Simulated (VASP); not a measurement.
Crystal: Ta.

```
CELL_PARAMETERS angstrom
2.94225 0.00000 0.00000
-1.47112 2.54806 0.00000
0.00000 0.00000 4.80467
ATOMIC_POSITIONS crystal
Ta 0.00000 0.00000 0.00000
Ta 0.33333 0.66667 0.50000
```

This isn't the form of Ta at room conditions, which is bcc.

| Quantity | Value |
| --- | --- |
| Program | VASP 6.6.1 |
| Task | relaxation of cell and atoms |
| Functional | r2SCAN |
| Potentials or basis | VASP PAW PBE potentials, release 64 (Ta_pv) |
| Cutoff | 600 eV |
| k mesh | 18 × 18 × 10 |
| Occupations | gaussian, width 0.1 eV |
| Spin | no spin polarisation |

At the start: pressure 5.9 GPa; volume 18.01 Å³/atom.

Where does the relaxation end?

Over 7 steps the energy falls by 56.4 meV/atom and the volume is 18.53 Å³/atom (+2.9 %); space group P6_3/mmc (No. 194, to 0.1 Å) before and after.

The path:
```csv
step,energy change (eV),largest force (eV/Å),pressure (GPa),volume (Å³)
1,0.0000,0.0000,5.95,36.02
2,-0.0145,0.0000,-11.50,39.56
3,-0.0694,0.0000,-4.19,37.86
4,-0.0980,0.0000,0.88,36.98
5,-0.1117,0.0000,-1.19,37.30
6,-0.1105,0.0000,1.84,36.72
7,-0.1128,0.0000,-0.02,37.06
```

Final structure:
```
CELL_PARAMETERS angstrom
2.88924 0.00000 0.00000
-1.44462 2.50216 0.00000
0.00000 0.00000 5.12669
ATOMIC_POSITIONS crystal
Ta 0.00000 0.00000 0.00000
Ta 0.33333 0.66667 0.50000
```

Caveat: the PAW data sets were made with another functional, which shifts forces and pressure a little.
